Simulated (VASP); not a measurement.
**CuCl3: single point with LDA+U**

The system is CuCl3.

```
Cu Cl
1.0
     4.73113    0.00000    0.00000
     0.00000    4.73113    0.00000
     0.00000    0.00000    4.73113
Cu Cl
1 3
Direct
  0.00000 0.00000 0.00000
  0.50000 0.00000 0.00000
  0.00000 0.00000 0.50000
  0.00000 0.50000 0.00000
```

```json
{
  "Program": "VASP 6.6.1",
  "Task": "single point",
  "Functional": "LDA",
  "Potentials or basis": "VASP PAW LDA potentials, release 64 (Cu, Cl)",
  "Cutoff": "600 eV",
  "k mesh": "4 × 4 × 4",
  "Occupations": "gaussian, width 0.05 eV",
  "Spin": "non-collinear spin, twin_end start, moments held on the sites",
  "Starting moments": "[[0.0, 0.0, 0.6], [0.0, 0.0, 0.18], [0.0, 0.0, 0.18], [0.0, 0.0, 0.18]] μB",
  "Hubbard terms": "Cu d U = 6.0 eV",
  "Dipole correction": "no",
  "Constraint on the moments (I_CONSTRAINED_M)": "2",
  "Penalty LAMBDA": "10",
  "Further INCAR settings": "ALGO = Normal; EDIFF = 1e-06; NBANDS = 46; ISYM = -1; AMIX = 0.2; BMIX = 0.0001"
}
```

The band gap on the k mesh is zero (bands 32 and 33 overlap by 0.72 eV), the net moment is 1.47 μB per cell and the valence electrons inside the program's atomic spheres are Cu 9.83; Cl 5.00.

Levels at points of the mesh, in eV from the Fermi level:
```
           k point  band 31  band 32  band 33  band 34  band 35  band 36
(0.00, 0.00, 0.00)    -0.48    -0.22    -0.22    -0.22     3.06     3.71
(0.50, 0.00, 0.00)    -0.57    -0.33    -0.33    -0.11     5.98     6.78
(0.00, 0.50, 0.00)    -0.57    -0.33    -0.33    -0.11     5.98     6.78
(0.50, 0.50, 0.00)    -0.01     0.15     0.37     1.83     8.23     8.53
(0.00, 0.00, 0.50)    -0.57    -0.33    -0.33    -0.11     5.98     6.78
(0.50, 0.00, 0.50)    -0.01     0.15     0.37     1.83     8.23     8.53
(0.00, 0.50, 0.50)    -0.01     0.15     0.37     1.83     8.23     8.53
(0.50, 0.50, 0.50)     0.38     0.38     1.84     1.84     7.33     7.36
```

Moments on the atoms (μB; x, y, z):
```
Cu  0.46 0.46 0.00
Cl  0.16 0.16 0.00
Cl  0.16 0.16 0.00
Cl  0.16 0.16 0.00
```

Run time: 6.9 min on 4 MPI ranks on Intel(R) Xeon(R) Platinum 8375C CPU @ 2.90GHz (Ice Lake), with other jobs on the host, peak memory 0.77 GiB a rank.

Caveat: moments held by a penalty; a cell with one magnetic atom can't hold antiferromagnetic order, which such compounds often take. The state reached can hang on the start; a lower one may exist.
